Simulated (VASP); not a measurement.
Input of a VASP 6.6.1 run:

INCAR

```
ALGO = Fast
EDIFF = 1E-6
ENCUT = 520
GGA = PE
ISIF = 2
ISMEAR = 0
LASPH = T
LCHARG = F
LREAL = F
LWAVE = F
NBANDS = 24
NELM = 100
PREC = Accurate
SIGMA = 0.1
```

The input KPOINTS:

```
k-points
0
Gamma
  4 4 6
```

File POSCAR:

```
Hf2B2O
1.0
    3.4235733157     -3.1650746593      0.4249817091
    3.4235733157      3.1650746593      0.4249817091
   -1.8209952526      0.0000000000      2.6784080994
Hf B O
2 2 1
Direct
    0.7703635266      0.2296364734      0.5000000000
    0.2296125045      0.7703874955      0.5000000000
    0.6323837261      0.6324093566      0.1337385174
    0.3675906434      0.3676162739      0.8662614826
    1.0000495994     -0.0000495994      0.0000000000
```

Potentials or basis: VASP PAW PBE potentials, release 64 (Hf_pv, B, O).

Run with:

```sh
$ cat potpaw_PBE.64/Hf_pv/POTCAR potpaw_PBE.64/B/POTCAR potpaw_PBE.64/O/POTCAR > POTCAR
$ mpirun -np 1 vasp_std > vasp.out
```

(1) Predict the largest force.

(2) What does it give for the band gap on the k mesh?

(3) What does it give for the pressure?

Results:

(1) 0.099 eV/Å.

(2) zero (bands 16 and 17 overlap by 0.75 eV).

(3) -1.2 GPa.

Caveat: the k points lie up to 0.36 Å⁻¹ apart, too coarse for converged energies and pressures of a metal; spin-orbit coupling is left out, which moves the levels of the heavy elements.
